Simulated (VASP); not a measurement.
# BeZn4O (F-43m) in VASP: notebook

BeZn4O is run at these levels: PBE; tasks: single point.

Everything below comes from runs of VASP 6.6.1. Logs are shortened: lines on timing, memory, paths and dates and some standing lists are left out, and cuts for length are marked.

### Step 1. The cell of the first run

Symmetry: F-43m, No. 216, cubic system. Conventional cell: a = 6.970 Å, b = 6.970 Å, c = 6.970 Å, α = 90.00°, β = 90.00°, γ = 90.00°. Be (site symmetry -43m) has 12 Zn at 2.89 Å and 4 O at 3.02 Å within 3.8 Å. Within 3.2 Å of Zn (site symmetry 3m) lie 6 Zn at 2.46 to 2.47 Å and 3 Be at 2.89 Å and 3 O at 2.89 Å. O (site symmetry -43m) has 12 Zn at 2.89 Å and 4 Be at 3.02 Å within 3.8 Å.

### Step 2. Single point, PBE

Contents of INCAR:

```
SYSTEM = BeZn4O
  PREC = Accurate
  ENCUT = 600
  EDIFF = 1E-6
  ISMEAR = 0
  SIGMA = 0.2
  LREAL = .False.
  LASPH = .True.
  NELM = 120
  ALGO = Normal
  ISIF = 2
  LWAVE = .False.
  LCHARG = .True.
  GGA = PE
  LELF = .True.
  LVHAR = .True.
  NBANDS = 37
  GGA_COMPAT = .False.
```

Contents of KPOINTS:

```
Automatic mesh
0
Gamma
  4 4 4
  0 0 0
```

Contents of POSCAR:

```
BeZn4O
1.0
    0.0000000000      3.4847574608      3.4847574608
    3.4847574608      0.0000000000      3.4847574608
    3.4847574608      3.4847574608      0.0000000000
Be Zn O
1 4 1
Direct
    0.0000000000      0.0000000000      0.0000000000
    0.6251695743      0.1244912771      0.6251695743
    0.1244912771      0.6251695743      0.6251695743
    0.6251695743      0.6251695743      0.6251695743
    0.6251695743      0.6251695743      0.1244912771
    0.2500000000      0.2500000000      0.2500000000
```

Potentials or basis: VASP PAW PBE potentials, release 64 (Be, Zn, O).

Command:

```
$ cat potpaw_PBE.64/Be/POTCAR potpaw_PBE.64/Zn/POTCAR potpaw_PBE.64/O/POTCAR > POTCAR
$ mpirun -np 1 vasp_std > vasp.out
```

OUTCAR:

```text
SYSTEM = BeZn4O
   PREC = Accurate
   ENCUT = 600
   EDIFF = 1E-6
   ISMEAR = 0
   LREAL = .False.
   LASPH = .True.
   NELM = 120
   ISIF = 2
   GGA = PE

 ion  position               nearest neighbor table
   1  0.000  0.000  0.000-
   2  0.625  0.124  0.625-   3 2.46   4 2.46   5 2.46   5 2.47   4 2.47   3 2.47
   3  0.124  0.625  0.625-   2 2.46   4 2.46   5 2.46   4 2.47   5 2.47   2 2.47
   4  0.625  0.625  0.625-   2 2.46   3 2.46   5 2.46   5 2.47   2 2.47   3 2.47
   5  0.625  0.625  0.124-   2 2.46   3 2.46   4 2.46   4 2.47   2 2.47   3 2.47
   6  0.250  0.250  0.250-

  LATTYP: Found a face centered cubic cell.
 ALAT       =     6.9695149216

  Lattice vectors:

 A1 = (   0.0000000000,   3.4847574608,   3.4847574608)
 A2 = (   3.4847574608,   0.0000000000,   3.4847574608)
 A3 = (   3.4847574608,   3.4847574608,   0.0000000000)

Analysis of symmetry for initial positions (statically):
=====================================================================
 Subroutine PRICEL returns:
 Original cell was already a primitive cell.

 Routine SETGRP: Setting up the symmetry group for a
 face centered cubic supercell.

 Subroutine GETGRP returns: Found 24 space group operations
 (whereof 24 operations were pure point group operations)
 out of a pool of 48 trial point group operations.

The static configuration has the point symmetry T_d .

Analysis of symmetry for dynamics (positions and initial velocities):
=====================================================================
 Subroutine PRICEL returns:
 Original cell was already a primitive cell.

 Routine SETGRP: Setting up the symmetry group for a
 face centered cubic supercell.

 Subroutine GETGRP returns: Found 24 space group operations
 (whereof 24 operations were pure point group operations)
 out of a pool of 48 trial point group operations.

The dynamic configuration has the point symmetry T_d .

 Subroutine INISYM returns: Found 24 space group operations
 (whereof 24 operations are pure point group operations),
 and found     1 'primitive' translations

----------------------------------------------------------------------------------------

                                     Primitive cell

[... 78 lines left out ...]
   LASPH  =      T    aspherical Exc in radial PAW
   ENCUT  =  600.0 eV  44.10 Ry    6.64 a.u.   9.84  9.84  9.84*2*pi/ulx,y,z
   NELM   =    120;   NELMIN=  2; NELMDL= -5     # of ELM steps
   EDIFF  = 0.1E-05   stopping-criterion for ELM
   LREAL  =      F    real-space projection
   EDIFFG = 0.1E-04   stopping-criterion for IOM
   NSW    =      0    number of steps for IOM
   IBRION =     -1    ionic relax: 0-MD 1-quasi-New 2-CG
   NFREE  =      0    steps in history (QN), initial steepest desc. (CG)
   ISIF   =      2    stress and relaxation
   ISYM   =      2    0-nonsym 1-usesym 2-fastsym
   POTIM  = 0.5000    time-step for ionic-motion
   TEBEG  =    0.0;   TEEND  =   0.0 temperature during run
   PSTRESS=    0.0 pullay stress
   NELECT =      56.0000    total number of electrons
   NUPDOWN=      -1.0000    fix difference up-down
   EMIN   =  10.00;   EMAX   =-10.00  energy-range for DOS
   EFERMI =   0.00;   METHOD = LEGACY
   ISMEAR =     0;   SIGMA  =   0.20  broadening in eV -4-tet -1-fermi 0-gaus
   EFERMI_NEDOS =   21; number of points for ismear=-14 and -15
   IALGO  =     38    algorithm
   IMIX   =      4    mixing-type and parameters
     AMIX     =   0.40;   BMIX     =  1.00
     AMIX_MAG =   1.60;   BMIX_MAG =  1.00
  volume/ion in A,a.u.               =      14.11        95.19
  Fermi-wavevector in a.u.,A,eV,Ry     =   1.426554  2.695797 27.688631  2.035057
  Thomas-Fermi vector in A             =   2.546819
   LORBIT       =      0    0 simple, 1 ext, 2 COOP (PROOUT), +10 PAW based schemes
   GGA     = PE    functional components
   LHFCALC =     F    Hartree Fock is set to
   AEXX    =    0.0000 exact exchange contribution
   IVDW    =     0    specifies the selected vdW correction
   LEPSILON=     F    determine dielectric tensor
   LRPA    =     F    only Hartree local field effects (RPA)
 non-spin polarized calculation
 Gauss-broadening in eV      SIGMA  =   0.20
  energy-cutoff  :      600.00
  volume of cell :       84.63
 maximum number of plane-waves:      2840
   NGX = 19   NGY = 19   NGZ = 19

 number of electron      55.9999971 magnetization

 Free energy of the ion-electron system (eV)
  ---------------------------------------------------
  ext. energy  EPLUGINS =         0.00000000
  ---------------------------------------------------
  free energy    TOTEN  =       -10.41210080 eV

  energy without entropy =      -10.27364271  energy(sigma->0) =      -10.34287175

 E-fermi :   2.3892     XC(G=0): -10.9259

 val. band max:        2.3457627402   @ k =   0.5000   0.2500   0.0000
 cond. band min:       2.4287165351   @ k =   0.5000   0.2500   0.0000
 fundamental gap:      0.0829537949
 Fermi energy:         2.3891853662

 k-point     1 :       0.0000    0.0000    0.0000
  band No.  band energies     occupation
      1     -14.0638      2.00000
      2      -7.5118      2.00000
      3      -5.9985      2.00000
      4      -5.9985      2.00000
      5      -5.9985      2.00000
      6      -5.6674      2.00000
[... 309 lines left out ...]
     36       9.3523      0.00000
     37      10.4602      0.00000

------------------------ aborting loop because EDIFF is reached ----------------------------------------

  FORCE on cell =-STRESS in cart. coord.  units (eV):
  Direction    XX          YY          ZZ          XY          YZ          ZX
  --------------------------------------------------------------------------------------
  -------------------------------------------------------------------------------------
  Total        0.2606156      0.2606156      0.2606156     -0.0000000      0.0000000     -0.0000000
  in kB        4.9335935      4.9335935      4.9335935     -0.0000000      0.0000000     -0.0000000
  external PRESSURE =       4.9335935 kB  Pullay stress =       0.0000000 kB

 VOLUME and BASIS-vectors are now :
 -----------------------------------------------------------------------------
  energy-cutoff  :      600.00
  volume of cell :       84.63
      direct lattice vectors                 reciprocal lattice vectors
     0.000000000  3.484757461  3.484757461    -0.143482009  0.143482009  0.143482009
     3.484757461  0.000000000  3.484757461     0.143482009 -0.143482009  0.143482009
     3.484757461  3.484757461  0.000000000     0.143482009  0.143482009 -0.143482009

 POSITION                                       TOTAL-FORCE (eV/Angst)
 -----------------------------------------------------------------------------------
      0.00000      0.00000      0.00000         0.000000      0.000000      0.000000
      2.61239      4.35713      2.61239         0.000538     -0.000538      0.000538
      4.35713      2.61239      2.61239        -0.000538      0.000538      0.000538
      4.35713      4.35713      4.35713        -0.000538     -0.000538     -0.000538
      2.61239      2.61239      4.35713         0.000538      0.000538     -0.000538
      1.74238      1.74238      1.74238         0.000000      0.000000      0.000000
 -----------------------------------------------------------------------------------
    total drift:                               -0.000000     -0.000000     -0.000000

  FREE ENERGIE OF THE ION-ELECTRON SYSTEM (eV)
  ---------------------------------------------------
  free  energy   TOTEN  =       -10.4121007972 eV

  energy  without entropy=      -10.2736427106  energy(sigma->0) =      -10.34287175
```

stdout:

```text
POSCAR found type information on POSCAR BeZnO
 POSCAR found :  3 types and       6 ions
 scaLAPACK will be used
 LDA part: xc-table for (Slater+PW92), standard interpolation
 POSCAR, INCAR and KPOINTS ok, starting setup
 FFT: planning ... GRIDC
 FFT: planning ... GRID_SOFT
 FFT: planning ... GRID
 WAVECAR not read
 entering main loop
```

Run time: 25 s. Hardware: 1 thread of AMD EPYC 9R45 (Zen 5), shared host; peak memory 0.21 GiB.

Results:

| Property | Result |
| --- | --- |
| Free energy | -10.4121 eV |
| Pressure | 0.5 GPa |
| Band gap on the k mesh | zero (band 28 reaches 2.63 eV, above the bottom of band 29 at 1.96 eV) |

Caveat: the k points lie up to 0.39 Å⁻¹ apart.

### Step 3. Single point, PBE

This run uses another cell than the first one, of 21.24 Å³/atom, 1.506 times its volume.

Contents of INCAR:

```
PREC     = Accurate       # precision mode
ENCUT    = 600            # plane-wave cutoff, eV
EDIFF    = 1E-6           # SCF threshold, eV
ISMEAR   = 0              # smearing method
SIGMA    = 0.2            # smearing width, eV
LREAL    = False          # projectors in reciprocal space
LASPH    = True           # aspherical terms in the spheres
NELM     = 120            # most SCF steps
ALGO     = Normal         # electronic algorithm
ISIF     = 2              # what is computed and relaxed
LWAVE    = False          # write WAVECAR
LCHARG   = False          # write CHGCAR
GGA      = PE             # functional
NBANDS   = 37             # bands
GGA_COMPAT= False
```

Contents of KPOINTS:

```
regular mesh
0
Gamma
  4 4 4
```

Contents of POSCAR:

```
BeZn4O
1.0
    0.0000000000      3.9942665751      3.9942665751
    3.9942665751      0.0000000000      3.9942665751
    3.9942665751      3.9942665751      0.0000000000
Be Zn O
1 4 1
Direct
    0.5000000000      0.5000000000      0.5000000000
    0.1106339398      0.1106339398      0.1106339398
    0.1106339398      0.1106339398      0.6680981806
    0.1106339398      0.6680981806      0.1106339398
    0.6680981806      0.1106339398      0.1106339398
    0.2500000000      0.2500000000      0.2500000000
```

Potentials or basis: VASP PAW PBE potentials, release 64 (Be, Zn, O).

Command:

```
$ cat potpaw_PBE.64/Be/POTCAR potpaw_PBE.64/Zn/POTCAR potpaw_PBE.64/O/POTCAR > POTCAR
$ mpirun -np 1 vasp_std > vasp.out
```

OUTCAR:

```text
PREC = Accurate
   ENCUT = 600
   EDIFF = 1E-6
   ISMEAR = 0
   LREAL = False
   LASPH = True
   NELM = 120
   ISIF = 2
   GGA = PE

 ion  position               nearest neighbor table
   1  0.500  0.500  0.500-
   2  0.111  0.111  0.111-   6 1.93   4 2.50   5 2.50   3 2.50
   3  0.111  0.111  0.668-   6 1.93   4 2.50   5 2.50   2 2.50
   4  0.111  0.668  0.111-   6 1.93   3 2.50   5 2.50   2 2.50
   5  0.668  0.111  0.111-   6 1.93   3 2.50   4 2.50   2 2.50
   6  0.250  0.250  0.250-   2 1.93   3 1.93   4 1.93   5 1.93

  LATTYP: Found a face centered cubic cell.
[... 506 lines left out ...]
  -------------------------------------------------------------------------------------
  Total       -0.2048833     -0.2048833     -0.2048833      0.0000000     -0.0000000     -0.0000000
  in kB       -2.5755859     -2.5755859     -2.5755859      0.0000000     -0.0000000     -0.0000000
  external PRESSURE =      -2.5755859 kB  Pullay stress =       0.0000000 kB

 VOLUME and BASIS-vectors are now :
 -----------------------------------------------------------------------------
  energy-cutoff  :      600.00
  volume of cell :      127.45
      direct lattice vectors                 reciprocal lattice vectors
     0.000000000  3.994266575  3.994266575    -0.125179427  0.125179427  0.125179427
     3.994266575  0.000000000  3.994266575     0.125179427 -0.125179427  0.125179427
     3.994266575  3.994266575  0.000000000     0.125179427  0.125179427 -0.125179427

 POSITION                                       TOTAL-FORCE (eV/Angst)
 -----------------------------------------------------------------------------------
      3.99427      3.99427      3.99427         0.000000      0.000000     -0.000000
      0.88380      0.88380      0.88380        -0.003153     -0.003153     -0.003153
      3.11046      3.11046      0.88380         0.003153      0.003153     -0.003153
      3.11046      0.88380      3.11046         0.003153     -0.003153      0.003153
      0.88380      3.11046      3.11046        -0.003153      0.003153      0.003153
      1.99713      1.99713      1.99713         0.000000      0.000000     -0.000000
 -----------------------------------------------------------------------------------
    total drift:                                0.000001      0.000001      0.000001

  FREE ENERGIE OF THE ION-ELECTRON SYSTEM (eV)
  ---------------------------------------------------
  free  energy   TOTEN  =       -10.8666577913 eV

  energy  without entropy=      -10.7374129993  energy(sigma->0) =      -10.80203540
```

OSZICAR:

```text
N       E                     dE             d eps       ncg     rms          rms(c)
DAV:   1     0.420647770473E+03    0.42065E+03   -0.28707E+04   592   0.208E+03
DAV:   2     0.423257577482E+02   -0.37832E+03   -0.36292E+03   592   0.431E+02
DAV:   3    -0.105886850530E+02   -0.52914E+02   -0.51809E+02   652   0.148E+02
DAV:   4    -0.130782676649E+02   -0.24896E+01   -0.24778E+01   668   0.314E+01
DAV:   5    -0.130979680033E+02   -0.19700E-01   -0.19695E-01   666   0.270E+00    0.117E+01
DAV:   6    -0.108344459796E+02    0.22635E+01   -0.98296E+00   999   0.415E+01    0.688E+00
DAV:   7    -0.108820184299E+02   -0.47572E-01   -0.21887E+00   597   0.997E+00    0.444E+00
DAV:   8    -0.109383772727E+02   -0.56359E-01   -0.10093E+00   791   0.615E+00    0.199E+00
DAV:   9    -0.108588555912E+02    0.79522E-01   -0.27052E-01   905   0.558E+00    0.382E-01
DAV:  10    -0.108665777823E+02   -0.77222E-02   -0.86951E-02   607   0.140E+00    0.912E-02
DAV:  11    -0.108669187862E+02   -0.34100E-03   -0.19862E-03   802   0.374E-01    0.124E-01
DAV:  12    -0.108666709139E+02    0.24787E-03   -0.58208E-04   787   0.199E-01    0.549E-02
DAV:  13    -0.108666500327E+02    0.20881E-04   -0.22494E-04   728   0.846E-02    0.105E-02
DAV:  14    -0.108666569996E+02   -0.69669E-05   -0.43394E-05   647   0.346E-02    0.308E-03
DAV:  15    -0.108666577913E+02   -0.79175E-06   -0.21180E-06   500   0.162E-02
   1 F= -.10866658E+02 E0= -.10802035E+02  d E =-.129245E+00
```

stdout:

```text
POSCAR found type information on POSCAR BeZnO
 POSCAR found :  3 types and       6 ions
 scaLAPACK will be used
 LDA part: xc-table for (Slater+PW92), standard interpolation
 POSCAR, INCAR and KPOINTS ok, starting setup
 FFT: planning ... GRIDC
 FFT: planning ... GRID_SOFT
 FFT: planning ... GRID
 WAVECAR not read
 entering main loop
```

It took 41 s on 1 thread of AMD EPYC 9R45 (Zen 5), shared host; peak memory 0.3 GiB.

Results:

```
Free energy            : -10.8667 eV
Pressure               : -0.3 GPa
Largest force          : 0.005 eV/Å
Band gap on the k mesh : zero (band 28 reaches 0.64 eV, above the bottom of band 29 at 0.06 eV)
```

Forces in eV/Å, atoms in the order of the input:
```
Be   0.000  0.000  0.000
Zn  -0.003 -0.003 -0.003
Zn   0.003  0.003 -0.003
Zn   0.003 -0.003  0.003
Zn  -0.003  0.003  0.003
O    0.000  0.000  0.000
```
